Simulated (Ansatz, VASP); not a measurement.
**BaZrO3: VASP beside Ansatz**

POSCAR

```
BaZrO3
1.0
    4.1913400000      0.0000000000      0.0000000000
    0.0000000000      4.1913400000      0.0000000000
    0.0000000000      0.0000000000      4.1913400000
Ba Zr O
1 1 3
Direct
    0.0000000000      0.0000000000      0.0000000000
    0.5000000000      0.5000000000      0.5000000000
    0.5000000000      0.5000000000      0.0000000000
    0.5000000000      0.0000000000      0.5000000000
    0.0000000000      0.5000000000      0.5000000000
```

The input INCAR.step1:

```
PREC = Accurate
ENCUT = 520
EDIFF = 1E-5
ISMEAR = -1
SIGMA = 0.05
LREAL = False
LASPH = True
NELM = 100
ALGO = Normal
ISIF = 2
LWAVE = True
LCHARG = False
NBANDS = 28
GGA = PE
```

Contents of INCAR.step2:

```
PREC = Accurate
ENCUT = 520
EDIFF = 1E-6
ISMEAR = -1
SIGMA = 0.05
LREAL = False
LASPH = True
NELM = 100
ALGO = Normal
ISIF = 2
LWAVE = False
LCHARG = False
GGA = PE
LHFCALC = True
AEXX = 0.25
PRECFOCK = Fast
NBANDS = 28
ISTART = 1
```

The input KPOINTS:

```
Automatic mesh
0
Gamma
  4 4 4
```

Contents of input:

```
crystal:
  lattice:
    - [4.19134, 0.0, 0.0]
    - [0.0, 4.19134, 0.0]
    - [0.0, 0.0, 4.19134]
  atoms:
    - { symbol: Ba, position: [0.0, 0.0, 0.0] }
    - { symbol: Zr, position: [0.5, 0.5, 0.5] }
    - { symbol: O, position: [0.5, 0.5, 0.0] }
    - { symbol: O, position: [0.5, 0.0, 0.5] }
    - { symbol: O, position: [0.0, 0.5, 0.5] }
hamiltonian:
  xc: pbe0
  pseudopotentials: { kind: paw }
kpoints:
  mp_grid: { grid: [4, 4, 4] }
  band_path:
    path:
      - [[0.0, 0.0, 0.0], [0.0, 0.5, 0.0], [0.5, 0.5, 0.0], [0.0, 0.0, 0.0], [0.5, 0.5, 0.5], [0.0, 0.5, 0.0]]
      - [[0.5, 0.5, 0.0], [0.5, 0.5, 0.5]]
    npoints: 4
scf:
  occupations: { method: fermi_dirac, width: 0.05 }
  n_extra_bands: 12
output:
  forces: true
  stress: true
  eigenvalues: true
  fatbands: false
  write_density: true
  write_potential: true
  elf: true
  volumetric_format: npy
```

Alike in both runs: functional PBE0; k mesh 4 × 4 × 4; occupations fermi-dirac, width 0.05 eV; no spin polarisation.

```csv
,VASP,Ansatz
version,VASP 6.6.1,Ansatz 0.2.0
potentials or method,"VASP PAW PBE potentials, release 64 (Ba_sv, Zr_sv, O)",Ansatz PAW
plane-wave cutoff (eV),520,420
valence electrons in the cell,40,40
task,single point,band structure
```

Ansatz gave:

| Property | Result |
| --- | --- |
| gap on the k mesh at the Fermi level (eV) | 5.47 |
| least direct gap on the mesh (eV) | 5.73 |
| pressure (GPa) | 0.1 |

Q: Which values does VASP return?

A: gap on the k mesh at the Fermi level (eV): 5.44; least direct gap on the mesh (eV): 5.72; pressure (GPa): 1.1.

Spin-orbit coupling is off throughout.
